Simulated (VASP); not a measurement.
# CuGe3F6 (Fm-3m) in VASP: single point with r2SCAN

Aim: the single point of CuGe3F6 with r2SCAN.

Everything below comes from runs of VASP 6.6.1. Logs are shortened: lines on timing, memory, paths and dates and some standing lists are left out, and cuts for length are marked.

**1. The cell of the first run**

The structure is cubic, space group Fm-3m (No. 225). The conventional cell has a = 7.927 Å, b = 7.927 Å, c = 7.927 Å, α = 90.00°, β = 90.00°, γ = 90.00°. Ge (site symmetry -43m) has 12 F at 2.84 Å and 4 Ge at 3.43 Å and 4 Cu at 3.43 Å within 3.7 Å. Within 3.2 Å of Ge (site symmetry m-3m) lie 6 F at 2.44 Å. Cu (site symmetry m-3m) has 6 F at 1.53 Å within 2.0 Å. F (site symmetry 4mm) has 1 Cu at 1.53 Å within 2.0 Å.

**2. Single point, r2SCAN**

POSCAR

```
CuGe3F6
1.0
    0.0000000000      3.9633774200      3.9633774200
    3.9633774200      0.0000000000      3.9633774200
    3.9633774200      3.9633774200      0.0000000000
Ge Cu F
3 1 6
Direct
    0.2500000000      0.2500000000      0.2500000000
    0.7500000000      0.7500000000      0.7500000000
    0.0000000000      0.0000000000      0.0000000000
    0.5000000000      0.5000000000      0.5000000000
    0.3076000000      0.6924000000      0.3076000000
    0.3076000000      0.6924000000      0.6924000000
    0.6924000000      0.3076000000      0.6924000000
    0.6924000000      0.3076000000      0.3076000000
    0.3076000000      0.3076000000      0.6924000000
    0.6924000000      0.6924000000      0.3076000000
```

INCAR.step1

```
PREC     = Accurate       # precision mode
ENCUT    = 520            # plane-wave cutoff, eV
ISMEAR   = -1             # smearing method
SIGMA    = 0.1            # smearing width, eV
LREAL    = False          # projectors in reciprocal space
LASPH    = True           # aspherical terms in the spheres
NELM     = 100            # most SCF steps
NBANDS   = 58             # bands
GGA      = PE             # functional
ALGO     = Normal         # electronic algorithm
EDIFF    = 1E-4           # SCF threshold, eV
LWAVE    = True           # write WAVECAR
LCHARG   = False          # write CHGCAR
```

INCAR.step2

```
PREC     = Accurate       # precision mode
ENCUT    = 520            # plane-wave cutoff, eV
EDIFF    = 1E-6           # SCF threshold, eV
ISMEAR   = -1             # smearing method
SIGMA    = 0.1            # smearing width, eV
LREAL    = False          # projectors in reciprocal space
LASPH    = True           # aspherical terms in the spheres
NELM     = 100            # most SCF steps
ALGO     = Normal         # electronic algorithm
ISIF     = 2              # what is computed and relaxed
LWAVE    = False          # write WAVECAR
LCHARG   = False          # write CHGCAR
METAGGA  = R2SCAN         # meta-GGA
LMIXTAU  = True         
NBANDS   = 58             # bands
ISTART   = 1
```

KPOINTS

```
Automatic mesh
0
Gamma
  7 7 7
```

Potentials or basis: VASP PAW PBE potentials, release 64 (Ge_d, Cu, F).

Run with:

```console
$ cat potpaw_PBE.64/Ge_d/POTCAR potpaw_PBE.64/Cu/POTCAR potpaw_PBE.64/F/POTCAR > POTCAR
$ cp INCAR.step1 INCAR
$ mpirun -np 1 vasp_std > vasp.out
$ cp INCAR.step2 INCAR
$ mpirun -np 1 vasp_std > vasp.out
```

OUTCAR:

```text
PREC = Accurate
   ENCUT = 520
   EDIFF = 1E-6
   ISMEAR = -1
   LREAL = False
   LASPH = True
   NELM = 100
   ISIF = 2
   METAGGA = R2SCAN
   ISTART = 1

 ion  position               nearest neighbor table
   1  0.250  0.250  0.250-
   2  0.750  0.750  0.750-
   3  0.000  0.000  0.000-
   4  0.500  0.500  0.500-   5 1.53   6 1.53   7 1.53   8 1.53   9 1.53  10 1.53
   5  0.308  0.692  0.308-   4 1.53
   6  0.308  0.692  0.692-   4 1.53
   7  0.692  0.308  0.692-   4 1.53
   8  0.692  0.308  0.308-   4 1.53
   9  0.308  0.308  0.692-   4 1.53
  10  0.692  0.692  0.308-   4 1.53

  LATTYP: Found a face centered cubic cell.
 ALAT       =     7.9267548400

  Lattice vectors:

 A1 = (   0.0000000000,   3.9633774200,   3.9633774200)
 A2 = (   3.9633774200,   0.0000000000,   3.9633774200)
 A3 = (   3.9633774200,   3.9633774200,   0.0000000000)

Analysis of symmetry for initial positions (statically):
=====================================================================
 Subroutine PRICEL returns:
 Original cell was already a primitive cell.

 Routine SETGRP: Setting up the symmetry group for a
 face centered cubic supercell.

 Subroutine GETGRP returns: Found 48 space group operations
 (whereof 48 operations were pure point group operations)
 out of a pool of 48 trial point group operations.

The static configuration has the point symmetry O_h .

Analysis of symmetry for dynamics (positions and initial velocities):
=====================================================================
 Subroutine PRICEL returns:
 Original cell was already a primitive cell.

 Routine SETGRP: Setting up the symmetry group for a
 face centered cubic supercell.

 Subroutine GETGRP returns: Found 48 space group operations
 (whereof 48 operations were pure point group operations)
 out of a pool of 48 trial point group operations.

The dynamic configuration has the point symmetry O_h .

 Subroutine INISYM returns: Found 48 space group operations
 (whereof 48 operations are pure point group operations),
 and found     1 'primitive' translations

----------------------------------------------------------------------------------------

                                     Primitive cell

  volume of cell :     124.5163

  direct lattice vectors                    reciprocal lattice vectors
     0.000000000  3.963377420  3.963377420    -0.126155031  0.126155031  0.126155031
     3.963377420  0.000000000  3.963377420     0.126155031 -0.126155031  0.126155031
     3.963377420  3.963377420  0.000000000     0.126155031  0.126155031 -0.126155031

  length of vectors
     5.605062100  5.605062100  5.605062100     0.218506923  0.218506923  0.218506923

  position of ions in fractional coordinates (direct lattice)
     0.250000000  0.250000000  0.250000000
     0.750000000  0.750000000  0.750000000
     0.000000000  0.000000000  0.000000000
     0.500000000  0.500000000  0.500000000
     0.307600000  0.692400000  0.307600000
     0.307600000  0.692400000  0.692400000
     0.692400000  0.307600000  0.692400000
     0.692400000  0.307600000  0.307600000
     0.307600000  0.307600000  0.692400000
     0.692400000  0.692400000  0.307600000

  ion indices of the primitive-cell ions
   primitive index   ion index
                 1           1
                 2           2
                 3           3
                 4           4
                 5           5
                 6           6
                 7           7
                 8           8
                 9           9
                10          10

----------------------------------------------------------------------------------------

 KPOINTS: Automatic mesh

Automatic generation of k-mesh.
 Grid dimensions read from file:
 generate k-points for:    7    7    7

 Generating k-lattice:

  Cartesian coordinates                     Fractional coordinates (reciprocal lattice)
    -0.018022147  0.018022147  0.018022147     0.142857143  0.000000000  0.000000000
     0.018022147 -0.018022147  0.018022147     0.000000000  0.142857143  0.000000000
     0.018022147  0.018022147 -0.018022147     0.000000000  0.000000000  0.142857143

  Length of vectors
     0.031215275  0.031215275  0.031215275

  Shift w.r.t. Gamma in fractional coordinates (k-lattice)
     0.000000000  0.000000000  0.000000000

 Subroutine IBZKPT returns following result:
 ===========================================

 Found     20 irreducible k-points:

 Following reciprocal coordinates:
            Coordinates               Weight
  0.000000  0.000000  0.000000      1.000000
  0.142857  0.000000  0.000000      8.000000
  0.285714  0.000000  0.000000      8.000000
  0.428571  0.000000  0.000000      8.000000
  0.142857  0.142857  0.000000      6.000000
  0.285714  0.142857  0.000000     24.000000
[... 12 lines left out ...]
 -0.428571  0.428571  0.142857     24.000000
 -0.285714  0.428571  0.142857     24.000000
   k-points           NKPTS =     20   k-points in BZ     NKDIM =     20   number of bands    NBANDS=     58
   number of dos      NEDOS =    301   number of ions     NIONS =     10
   total plane-waves  NPLWV =  74088
   dimension x,y,z NGX =    42 NGY =   42 NGZ =   42
   dimension x,y,z NGXF=    84 NGYF=   84 NGZF=   84
   ions per type =               3   1   6
   NGX,Y,Z   is equivalent  to a cutoff of  12.46, 12.46, 12.46 a.u.
   NGXF,Y,Z  is equivalent  to a cutoff of  24.91, 24.91, 24.91 a.u.
 SYSTEM =  unknown system
   PREC   = accura    normal or accurate (medium, high low for compatibility)
   ISTART =      1    job   : 0-new  1-cont  2-samecut
   ICHARG =      0    charge: 1-file 2-atom 10-const
   ISPIN  =      1    spin polarized calculation?
   LNONCOLLINEAR =      F non collinear calculations
   LSORBIT =      F    spin-orbit coupling
   LASPH  =      T    aspherical Exc in radial PAW
   ENCUT  =  520.0 eV  38.22 Ry    6.18 a.u.  10.42 10.42 10.42*2*pi/ulx,y,z
   NELM   =    100;   NELMIN=  2; NELMDL=  0     # of ELM steps
   EDIFF  = 0.1E-05   stopping-criterion for ELM
   LREAL  =      F    real-space projection
   EDIFFG = 0.1E-04   stopping-criterion for IOM
   NSW    =      0    number of steps for IOM
   IBRION =     -1    ionic relax: 0-MD 1-quasi-New 2-CG
   NFREE  =      0    steps in history (QN), initial steepest desc. (CG)
   ISIF   =      2    stress and relaxation
   ISYM   =      2    0-nonsym 1-usesym 2-fastsym
   POTIM  = 0.5000    time-step for ionic-motion
   TEBEG  =    0.0;   TEEND  =   0.0 temperature during run
   PSTRESS=    0.0 pullay stress
   NELECT =      95.0000    total number of electrons
   NUPDOWN=      -1.0000    fix difference up-down
   EMIN   =  10.00;   EMAX   =-10.00  energy-range for DOS
   EFERMI =   0.00;   METHOD = LEGACY
   ISMEAR =    -1;   SIGMA  =   0.10  broadening in eV -4-tet -1-fermi 0-gaus
   EFERMI_NEDOS =   21; number of points for ismear=-14 and -15
   IALGO  =     38    algorithm
   IMIX   =      4    mixing-type and parameters
     AMIX     =   0.40;   BMIX     =  1.00
     AMIX_MAG =   1.60;   BMIX_MAG =  1.00
  volume/ion in A,a.u.               =      12.45        84.03
  Fermi-wavevector in a.u.,A,eV,Ry     =   1.495916  2.826872 30.446646  2.237765
  Thomas-Fermi vector in A             =   2.608000
   LORBIT       =      0    0 simple, 1 ext, 2 COOP (PROOUT), +10 PAW based schemes
   METAGGA = R2SCAN    functional components
   LHFCALC =     F    Hartree Fock is set to
   AEXX    =    0.0000 exact exchange contribution
   IVDW    =     0    specifies the selected vdW correction
   LEPSILON=     F    determine dielectric tensor
   LRPA    =     F    only Hartree local field effects (RPA)
 non-spin polarized calculation
  energy-cutoff  :      520.00
  volume of cell :      124.52
 maximum number of plane-waves:      3383
 NGX is ok and might be reduce to    42
   NGX = 21   NGY = 21   NGZ = 21

 number of electron      95.0000088 magnetization

 Free energy of the ion-electron system (eV)
  ---------------------------------------------------
  ext. energy  EPLUGINS =         0.00000000
  ---------------------------------------------------
  free energy    TOTEN  =       -67.23682865 eV

  energy without entropy =      -67.09412917  energy(sigma->0) =      -67.16547891

 E-fermi :   5.5188     XC(G=0): -11.5082

 val. band max:        5.5118690751   @ k =   0.4286   0.2857   0.1429
 cond. band min:       5.5355491528   @ k =  -0.4286   0.4286   0.1429
 fundamental gap:      0.0236800777
 Fermi energy:         5.5187889639

 k-point     1 :       0.0000    0.0000    0.0000
  band No.  band energies     occupation
      1     -23.6971      2.00000
      2     -21.8910      2.00000
      3     -21.8910      2.00000
      4     -21.8910      2.00000
      5     -21.8839      2.00000
      6     -21.8839      2.00000
[... 50 lines left out ...]
     57      12.6723      0.00000
     58      12.6723      0.00000

 k-point     2 :       0.1429    0.0000    0.0000
  band No.  band energies     occupation
      1     -23.6900      2.00000
      2     -21.8947      2.00000
      3     -21.8903      2.00000
      4     -21.8903      2.00000
      5     -21.8803      2.00000
      6     -21.8803      2.00000
[... 50 lines left out ...]
     57      13.0365      0.00000
     58      13.0365      0.00000

 k-point     3 :       0.2857    0.0000    0.0000
  band No.  band energies     occupation
      1     -23.6740      2.00000
      2     -21.9038      2.00000
      3     -21.8879      2.00000
      4     -21.8879      2.00000
      5     -21.8733      2.00000
      6     -21.8733      2.00000
[... 972 lines left out ...]
      3     -21.8806      2.00000
      4     -21.8724      2.00000
      5     -21.8694      2.00000
      6     -21.8618      2.00000
[... 50 lines left out ...]
     57      14.0182      0.00000
     58      14.5043      0.00000

 k-point    20 :      -0.2857    0.4286    0.1429
  band No.  band energies     occupation
      1     -23.6528      2.00000
      2     -21.9041      2.00000
      3     -21.8770      2.00000
      4     -21.8757      2.00000
      5     -21.8727      2.00000
      6     -21.8615      2.00000
[... 50 lines left out ...]
     57      14.3258      0.00000
     58      14.4694      0.00000

------------------------ aborting loop because EDIFF is reached ----------------------------------------

  FORCE on cell =-STRESS in cart. coord.  units (eV):
  Direction    XX          YY          ZZ          XY          YZ          ZX
  --------------------------------------------------------------------------------------
  -------------------------------------------------------------------------------------
  Total       51.0331766     51.0331766     51.0331766      0.0000000     -0.0000000      0.0000000
  in kB      656.6544568    656.6544568    656.6544568      0.0000000     -0.0000000      0.0000000
  external PRESSURE =     656.6544568 kB  Pullay stress =       0.0000000 kB

 VOLUME and BASIS-vectors are now :
 -----------------------------------------------------------------------------
  energy-cutoff  :      520.00
  volume of cell :      124.52
      direct lattice vectors                 reciprocal lattice vectors
     0.000000000  3.963377420  3.963377420    -0.126155031  0.126155031  0.126155031
     3.963377420  0.000000000  3.963377420     0.126155031 -0.126155031  0.126155031
     3.963377420  3.963377420  0.000000000     0.126155031  0.126155031 -0.126155031

 POSITION                                       TOTAL-FORCE (eV/Angst)
 -----------------------------------------------------------------------------------
      1.98169      1.98169      1.98169        -0.000000     -0.000000      0.000000
      5.94507      5.94507      5.94507        -0.000000      0.000000      0.000000
      0.00000      0.00000      0.00000        -0.000000     -0.000000      0.000000
      3.96338      3.96338      3.96338        -0.000000     -0.000000     -0.000000
      3.96338      2.43827      3.96338        -0.000000    -15.329129      0.000000
      5.48849      3.96338      3.96338        15.329129     -0.000000      0.000000
      3.96338      5.48849      3.96338        -0.000000     15.329129      0.000000
      2.43827      3.96338      3.96338       -15.329129     -0.000000      0.000000
      3.96338      3.96338      2.43827        -0.000000     -0.000000    -15.329129
      3.96338      3.96338      5.48849        -0.000000     -0.000000     15.329129
 -----------------------------------------------------------------------------------
    total drift:                                0.000000      0.000000      0.000000

  FREE ENERGIE OF THE ION-ELECTRON SYSTEM (eV)
  ---------------------------------------------------
  free  energy   TOTEN  =       -67.2368286506 eV

  energy  without entropy=      -67.0941291685  energy(sigma->0) =      -67.16547891
```

Wall time 11 min (1 thread of Intel Xeon Platinum 8488C (Sapphire Rapids), shared host); peak memory 0.35 GiB.

Results:

* Free energy: -67.2368 eV
* Pressure: 65.7 GPa
* Largest force: 15.329 eV/Å
* Band gap on the k mesh: zero (an odd number of electrons rules out a gap without spin polarisation)

Forces in eV/Å, atoms in the order of the input:
```
Ge    0.000   0.000   0.000
Ge    0.000   0.000   0.000
Ge    0.000   0.000   0.000
Cu    0.000   0.000   0.000
F     0.000 -15.329   0.000
F    15.329   0.000   0.000
F     0.000  15.329   0.000
F   -15.329   0.000   0.000
F     0.000   0.000 -15.329
F     0.000   0.000  15.329
```

Caveat: the cell stands under pressure; the PAW data sets were made with another functional, which shifts forces and pressure a little; an odd number of electrons without spin polarisation forces a metal; a magnetic or distorted state may lie lower.
